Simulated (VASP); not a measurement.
# CuMo7S16 (P1) in VASP: single point with PBEsol

Aim: the single point of CuMo7S16 with PBEsol.

Program: VASP 6.6.1. These are calculated values, not measurements. Logs are shortened: lines on timing, memory, paths and dates and some standing lists are left out, and cuts for length are marked.

## 1. The cell of the first run

The typed cell holds 24 atoms: a = 6.338 Å, b = 6.338 Å, c = 12.324 Å, α = 90.00°, β = 90.00°, γ = 120.00°.

## 2. Single point, PBEsol

INCAR reads:

```
SYSTEM = CuMo7S16
ALGO = Normal
EDIFF = 1E-7
ENCUT = 520
GGA = PS
ISIF = 2
ISMEAR = 0
LASPH = .True.
LCHARG = .False.
LREAL = Auto
LWAVE = .False.
NBANDS = 120
NELM = 80
PREC = Accurate
SIGMA = 0.05
```

KPOINTS reads:

```
k-points
0
Gamma
  3 3 2
  0 0 0
```

POSCAR reads:

```
CuMo7S16
1.0
    6.3379961000      0.0000000000      0.0000000000
   -3.1689980000      5.4888656000      0.0000000000
    0.0000000000      0.0000000000     12.3240000000
Cu Mo S
1 7 16
Direct
    0.1287731764      0.2521828836      0.2711607937
    0.1803361898      0.8340173329      0.2462490033
    0.6738740647      0.3421279711      0.2449304434
    0.6593367891      0.8338577768      0.2461954150
    0.3353838115      0.1716719165      0.7507586194
    0.3355241240      0.6717564441      0.7509990081
    0.8354434532      0.1716036562      0.7507536684
    0.8354942591      0.6718071866      0.7512850826
    0.1687083528      0.3382785297      0.6250073474
    0.1683712868      0.8377188940      0.6252783690
    0.6691991384      0.3391775903      0.6255254657
    0.6685428146      0.8377030565      0.6252386598
    0.3371047816      0.1914171435      0.1318602412
    0.3624625888      0.7193525384      0.1089334244
    0.8598498138      0.1912480712      0.1318478222
    0.8451203334      0.6843935071      0.1216782441
    0.1687717880      0.3384041585      0.8763233726
    0.1691272150      0.8389649370      0.8766447203
    0.6684840657      0.3377459394      0.8768459560
    0.6691117010      0.8389749944      0.8766654035
    0.3612639003      0.1391670947      0.3814475887
    0.3115494881      0.6173869477      0.3598919819
    0.7830515769      0.1388698918      0.3814782843
    0.8393124886      0.6729114864      0.3704678246
```

Potentials or basis: VASP PAW PBE potentials, release 64 (Cu, Mo_sv, S).

Launch:

```bash
$ cat potpaw_PBE.64/Cu/POTCAR potpaw_PBE.64/Mo_sv/POTCAR potpaw_PBE.64/S/POTCAR > POTCAR
$ mpirun -np 1 vasp_std > vasp.out
```

OUTCAR:

```text
SYSTEM = CuMo7S16
   EDIFF = 1E-7
   ENCUT = 520
   GGA = PS
   ISIF = 2
   ISMEAR = 0
   LASPH = .True.
   LREAL = Auto
   NELM = 80
   PREC = Accurate

 ion  position               nearest neighbor table
   1  0.129  0.252  0.271-  22 2.28  15 2.31  13 2.31  21 2.36  23 2.36   4 2.84   2 2.84
   2  0.180  0.834  0.246-  14 2.36  21 2.37  22 2.38  16 2.40  24 2.42  13 2.42   1 2.84   4 3.04
                             3 3.16   3 3.18   4 3.30
   3  0.674  0.342  0.245-  13 2.32  15 2.32  24 2.39  16 2.42  23 2.42  21 2.42   4 3.16   2 3.16
                             2 3.18   4 3.18
   4  0.659  0.834  0.246-  14 2.36  23 2.37  22 2.38  16 2.40  24 2.42  15 2.42   1 2.84   2 3.04
                             3 3.16   3 3.18   2 3.30
   5  0.335  0.172  0.751-  11 2.40  18 2.40  17 2.40   9 2.40  10 2.40  19 2.40   8 3.17   7 3.17
                             6 3.17   6 3.17   7 3.17   8 3.17
   6  0.336  0.672  0.751-  17 2.39  12 2.40  10 2.40  18 2.40  20 2.40   9 2.40   7 3.17   8 3.17
                             5 3.17   5 3.17   8 3.17   7 3.17
   7  0.835  0.172  0.751-  11 2.40  20 2.40  17 2.40   9 2.40  12 2.40  19 2.40   8 3.17   6 3.17
                             5 3.17   5 3.17   6 3.17   8 3.17
   8  0.835  0.672  0.751-  11 2.39  20 2.40  18 2.40  10 2.40  12 2.40  19 2.40   7 3.17   5 3.17
                             6 3.17   6 3.17   5 3.17   7 3.17
   9  0.169  0.338  0.625-   7 2.40   5 2.40   6 2.40
  10  0.168  0.838  0.625-   6 2.40   8 2.40   5 2.40
  11  0.669  0.339  0.626-   8 2.39   7 2.40   5 2.40
  12  0.669  0.838  0.625-   6 2.40   8 2.40   7 2.40
  13  0.337  0.191  0.132-   1 2.31   3 2.32   2 2.42
  14  0.362  0.719  0.109-   4 2.36   2 2.36
  15  0.860  0.191  0.132-   1 2.31   3 2.32   4 2.42
  16  0.845  0.684  0.122-   4 2.40   2 2.40   3 2.42
  17  0.169  0.338  0.876-   6 2.39   7 2.40   5 2.40
  18  0.169  0.839  0.877-   8 2.40   5 2.40   6 2.40
  19  0.668  0.338  0.877-   8 2.40   5 2.40   7 2.40
  20  0.669  0.839  0.877-   8 2.40   7 2.40   6 2.40
  21  0.361  0.139  0.381-   1 2.36   2 2.37   3 2.42  23 2.67
  22  0.312  0.617  0.360-   1 2.28   2 2.38   4 2.38
  23  0.783  0.139  0.381-   1 2.36   4 2.37   3 2.42  21 2.67
  24  0.839  0.673  0.370-   3 2.39   2 2.42   4 2.42

  LATTYP: Found a hexagonal cell.
 ALAT       =     6.3379961000
 C/A-ratio  =     1.9444631719

  Lattice vectors:

 A1 = (   6.3379961000,   0.0000000000,   0.0000000000)
 A2 = (  -3.1689980000,   5.4888656000,   0.0000000000)
 A3 = (   0.0000000000,   0.0000000000,  12.3240000000)

Analysis of symmetry for initial positions (statically):
=====================================================================
 Subroutine PRICEL returns:
 Original cell was already a primitive cell.

 Routine SETGRP: Setting up the symmetry group for a
 hexagonal supercell.

 Subroutine GETGRP returns: Found  1 space group operations
 (whereof  1 operations were pure point group operations)
 out of a pool of 24 trial point group operations.

The static configuration has the point symmetry C_1 .

Analysis of symmetry for dynamics (positions and initial velocities):
=====================================================================
 Subroutine PRICEL returns:
 Original cell was already a primitive cell.

 Routine SETGRP: Setting up the symmetry group for a
 hexagonal supercell.

 Subroutine GETGRP returns: Found  1 space group operations
 (whereof  1 operations were pure point group operations)
 out of a pool of 24 trial point group operations.

The dynamic configuration has the point symmetry C_1 .

 Subroutine INISYM returns: Found  1 space group operations
 (whereof  1 operations are pure point group operations),
 and found     1 'primitive' translations

----------------------------------------------------------------------------------------

                                     Primitive cell

  volume of cell :     428.7323

  direct lattice vectors                    reciprocal lattice vectors
     6.337996100  0.000000000  0.000000000     0.157778576  0.091093502  0.000000000
    -3.168998000  5.488865600  0.000000000     0.000000000  0.182187008  0.000000000
     0.000000000  0.000000000 12.324000000     0.000000000  0.000000000  0.081142486

  length of vectors
     6.337996100  6.337996048 12.324000000     0.182187006  0.182187008  0.081142486

  position of ions in fractional coordinates (direct lattice)
     0.128773176  0.252182884  0.271160794
     0.180336190  0.834017333  0.246249003
     0.673874065  0.342127971  0.244930443
     0.659336789  0.833857777  0.246195415
     0.335383812  0.171671917  0.750758619
     0.335524124  0.671756444  0.750999008
[... 16 lines left out ...]
     0.783051577  0.138869892  0.381478284
     0.839312489  0.672911486  0.370467825

  ion indices of the primitive-cell ions
   primitive index   ion index
                 1           1
                 2           2
                 3           3
                 4           4
                 5           5
                 6           6
[... 16 lines left out ...]
                23          23
                24          24

----------------------------------------------------------------------------------------

 KPOINTS: k-points

Automatic generation of k-mesh.
 Grid dimensions read from file:
 generate k-points for:    3    3    2

 Generating k-lattice:

  Cartesian coordinates                     Fractional coordinates (reciprocal lattice)
     0.052592859  0.030364501  0.000000000     0.333333333 -0.000000000  0.000000000
     0.000000000  0.060729003  0.000000000     0.000000000  0.333333333  0.000000000
     0.000000000  0.000000000  0.040571243     0.000000000  0.000000000  0.500000000

  Length of vectors
     0.060729002  0.060729003  0.040571243

  Shift w.r.t. Gamma in fractional coordinates (k-lattice)
     0.000000000  0.000000000  0.000000000

 Subroutine IBZKPT returns following result:
 ===========================================

 Found     10 irreducible k-points:

 Following reciprocal coordinates:
            Coordinates               Weight
  0.000000  0.000000  0.000000      1.000000
  0.333333  0.000000  0.000000      2.000000
  0.000000  0.333333  0.000000      2.000000
 -0.333333  0.333333  0.000000      2.000000
  0.333333  0.333333  0.000000      2.000000
  0.000000  0.000000  0.500000      1.000000
  0.333333  0.000000  0.500000      2.000000
  0.000000  0.333333  0.500000      2.000000
 -0.333333  0.333333  0.500000      2.000000
  0.333333  0.333333  0.500000      2.000000
   k-points           NKPTS =     10   k-points in BZ     NKDIM =     10   number of bands    NBANDS=    120
   number of dos      NEDOS =    301   number of ions     NIONS =     24
   total plane-waves  NPLWV = 221184
   dimension x,y,z NGX =    48 NGY =   48 NGZ =   96
   dimension x,y,z NGXF=    96 NGYF=   96 NGZF=  192
   ions per type =               1   7  16
   NGX,Y,Z   is equivalent  to a cutoff of  12.59, 12.59, 12.95 a.u.
   NGXF,Y,Z  is equivalent  to a cutoff of  25.18, 25.18, 25.90 a.u.
 SYSTEM =  CuMo7S16
   PREC   = accura    normal or accurate (medium, high low for compatibility)
   ISTART =      0    job   : 0-new  1-cont  2-samecut
   ICHARG =      2    charge: 1-file 2-atom 10-const
   ISPIN  =      1    spin polarized calculation?
   LNONCOLLINEAR =      F non collinear calculations
   LSORBIT =      F    spin-orbit coupling
   LASPH  =      T    aspherical Exc in radial PAW
   ENCUT  =  520.0 eV  38.22 Ry    6.18 a.u.  11.78 11.78 22.91*2*pi/ulx,y,z
   NELM   =     80;   NELMIN=  2; NELMDL= -5     # of ELM steps
   EDIFF  = 0.1E-06   stopping-criterion for ELM
   LREAL  =      T    real-space projection
   EDIFFG = 0.1E-05   stopping-criterion for IOM
   NSW    =      0    number of steps for IOM
   IBRION =     -1    ionic relax: 0-MD 1-quasi-New 2-CG
   NFREE  =      0    steps in history (QN), initial steepest desc. (CG)
   ISIF   =      2    stress and relaxation
   ISYM   =      2    0-nonsym 1-usesym 2-fastsym
   POTIM  = 0.5000    time-step for ionic-motion
   TEBEG  =    0.0;   TEEND  =   0.0 temperature during run
   PSTRESS=    0.0 pullay stress
   NELECT =     205.0000    total number of electrons
   NUPDOWN=      -1.0000    fix difference up-down
   EMIN   =  10.00;   EMAX   =-10.00  energy-range for DOS
   EFERMI =   0.00;   METHOD = LEGACY
   ISMEAR =     0;   SIGMA  =   0.05  broadening in eV -4-tet -1-fermi 0-gaus
   EFERMI_NEDOS =   21; number of points for ismear=-14 and -15
   IALGO  =     38    algorithm
   IMIX   =      4    mixing-type and parameters
     AMIX     =   0.40;   BMIX     =  1.00
     AMIX_MAG =   1.60;   BMIX_MAG =  1.00
  volume/ion in A,a.u.               =      17.86       120.55
  Fermi-wavevector in a.u.,A,eV,Ry     =   1.280159  2.419150 22.297336  1.638808
  Thomas-Fermi vector in A             =   2.412603
   LORBIT       =      0    0 simple, 1 ext, 2 COOP (PROOUT), +10 PAW based schemes
   GGA     = PS    functional components
   LHFCALC =     F    Hartree Fock is set to
   AEXX    =    0.0000 exact exchange contribution
   IVDW    =     0    specifies the selected vdW correction
   LEPSILON=     F    determine dielectric tensor
   LRPA    =     F    only Hartree local field effects (RPA)
 non-spin polarized calculation
 Gauss-broadening in eV      SIGMA  =   0.05
  energy-cutoff  :      520.00
  volume of cell :      428.73
 maximum number of plane-waves:     11595
   NGX = 23   NGY = 23   NGZ = 45

 number of electron     204.9999988 magnetization

 Free energy of the ion-electron system (eV)
  ---------------------------------------------------
  ext. energy  EPLUGINS =         0.00000000
  ---------------------------------------------------
  free energy    TOTEN  =      -174.76770790 eV

  energy without entropy =     -174.76090766  energy(sigma->0) =     -174.76430778

 E-fermi :   6.9307     XC(G=0): -10.8931

 val. band max:        6.9013977594   @ k =   0.0000   0.0000   0.5000
 cond. band min:       7.2368490487   @ k =  -0.3333   0.3333   0.0000
 fundamental gap:      0.3354512894
 Fermi energy:         6.9306942426

 k-point     1 :       0.0000    0.0000    0.0000
  band No.  band energies     occupation
      1     -54.3492      2.00000
      2     -54.3129      2.00000
      3     -54.3041      2.00000
      4     -54.2966      2.00000
      5     -54.2659      2.00000
      6     -54.2643      2.00000
[... 1159 lines left out ...]
    113       8.8216      0.00000
    114       8.9491      0.00000
 [bands above 114 left out]

------------------------ aborting loop because EDIFF is reached ----------------------------------------

  FORCE on cell =-STRESS in cart. coord.  units (eV):
  Direction    XX          YY          ZZ          XY          YZ          ZX
  --------------------------------------------------------------------------------------
  -------------------------------------------------------------------------------------
  Total       -1.7467026     -0.2669454      0.3372996      0.0242732     -0.5780321     -0.0177563
  in kB       -6.5274460     -0.9975777      1.2604922      0.0907092     -2.1601120     -0.0663554
  external PRESSURE =      -2.0881772 kB  Pullay stress =       0.0000000 kB

 VOLUME and BASIS-vectors are now :
 -----------------------------------------------------------------------------
  energy-cutoff  :      520.00
  volume of cell :      428.73
      direct lattice vectors                 reciprocal lattice vectors
     6.337996100  0.000000000  0.000000000     0.157778576  0.091093502  0.000000000
    -3.168998000  5.488865600  0.000000000     0.000000000  0.182187008  0.000000000
     0.000000000  0.000000000 12.324000000     0.000000000  0.000000000  0.081142486

 POSITION                                       TOTAL-FORCE (eV/Angst)
 -----------------------------------------------------------------------------------
      0.01700      1.38420      3.34179        -0.000845     -0.029411     -0.012886
     -1.50003      4.57781      3.03477        -0.074573     -0.001978     -0.061987
      3.18681      1.87789      3.01852         0.000214      0.046468      0.024877
      1.53638      4.57693      3.03411         0.064584      0.005979     -0.053559
      1.58163      0.94228      9.25235        -0.001232     -0.002070     -0.001127
     -0.00224      3.68718      9.25531        -0.001782     -0.005542     -0.000771
[... 16 lines left out ...]
      4.52290      0.76224      4.70134         0.184154      0.057840     -0.055417
      3.18710      3.69352      4.56565        -0.001925     -0.010677      0.005288
 -----------------------------------------------------------------------------------
    total drift:                               -0.002897      0.008139      0.004277

  FREE ENERGIE OF THE ION-ELECTRON SYSTEM (eV)
  ---------------------------------------------------
  free  energy   TOTEN  =      -174.7677078985 eV

  energy  without entropy=     -174.7609076571  energy(sigma->0) =     -174.76430778
```

Wall time 23 min (1 thread of AMD EPYC 7R13 (Zen 3), shared host); peak memory 0.66 GiB.

What came out:

```
Free energy            : -174.7677 eV
Pressure               : -0.2 GPa
Largest force          : 0.201 eV/Å
Band gap on the k mesh : zero (an odd number of electrons rules out a gap without spin polarisation)
```

Forces in eV/Å, atoms in the order of the input:
```
Cu  -0.001 -0.029 -0.013
Mo  -0.075 -0.002 -0.062
Mo   0.000  0.046  0.025
Mo   0.065  0.006 -0.054
Mo  -0.001 -0.002 -0.001
Mo  -0.002 -0.006 -0.001
Mo   0.004  0.003 -0.001
Mo   0.004  0.001  0.000
S    0.003 -0.001 -0.004
S    0.003  0.003 -0.002
S    0.000 -0.001 -0.003
S    0.001  0.001  0.001
S   -0.109  0.015  0.100
S   -0.004 -0.010  0.036
S    0.106  0.016  0.102
S   -0.002 -0.011 -0.004
S    0.003  0.001  0.002
S    0.003  0.000  0.002
S    0.000 -0.001  0.003
S    0.000 -0.001 -0.001
S   -0.180  0.052 -0.055
S   -0.001 -0.128 -0.020
S    0.184  0.058 -0.055
S   -0.002 -0.011  0.005
```

Stress tensor (GPa, compression positive):
```
-0.65  0.01 -0.01
 0.01 -0.10 -0.22
-0.01 -0.22  0.13
```

Caveat: the k points lie up to 0.38 Å⁻¹ apart, too coarse for converged energies and pressures of a metal; the PAW data sets were made with another functional, which shifts forces and pressure a little.

The gap in the log of VASP goes by the Fermi energy; the results here count the filled bands.